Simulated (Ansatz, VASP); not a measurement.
## S: VASP beside Ansatz

```
CELL_PARAMETERS angstrom
5.44787 0.00000 0.00000
0.00000 5.44787 0.00000
0.00000 0.00000 3.91006
ATOMIC_POSITIONS crystal
S 0.31115 0.50000 0.50000
S 0.68885 0.50000 0.50000
S 0.50000 0.31115 0.00000
S 0.50000 0.68885 0.00000
```

Alike in both runs: task single point; functional PBE; k mesh 4 × 4 × 4; occupations gaussian, width 0.1 eV; no spin polarisation.

|  | VASP | Ansatz |
| --- | --- | --- |
| version | VASP 6.6.1 | Ansatz 0.2.0 |
| potentials or method | VASP PAW PBE potentials, release 64 (S), cutoff 520 eV | scalar-relativistic, plane waves, PAW |
| valence electrons in the cell | 24 | 24 |

Ansatz gave:

```
gap on the k mesh at the Fermi level (eV)                     : none
pressure (GPa)                                                : 8.6
traceless stress, the component that is largest in VASP (GPa) : 9.16
rms of the force components (eV/Å)                            : 0.965
```

Question: Estimate VASP's values.

Answer: gap on the k mesh at the Fermi level (eV): none; pressure (GPa): 8.2; traceless stress, the component that is largest in VASP (GPa): 9.38; rms of the force components (eV/Å): 0.864.

Atom by atom the forces differ by 0.101 eV/Å (rms over components). A gap of «none» marks a metal or a gap that the smearing closes.

The k mesh is coarse, so the values compare programs but aren't converged.
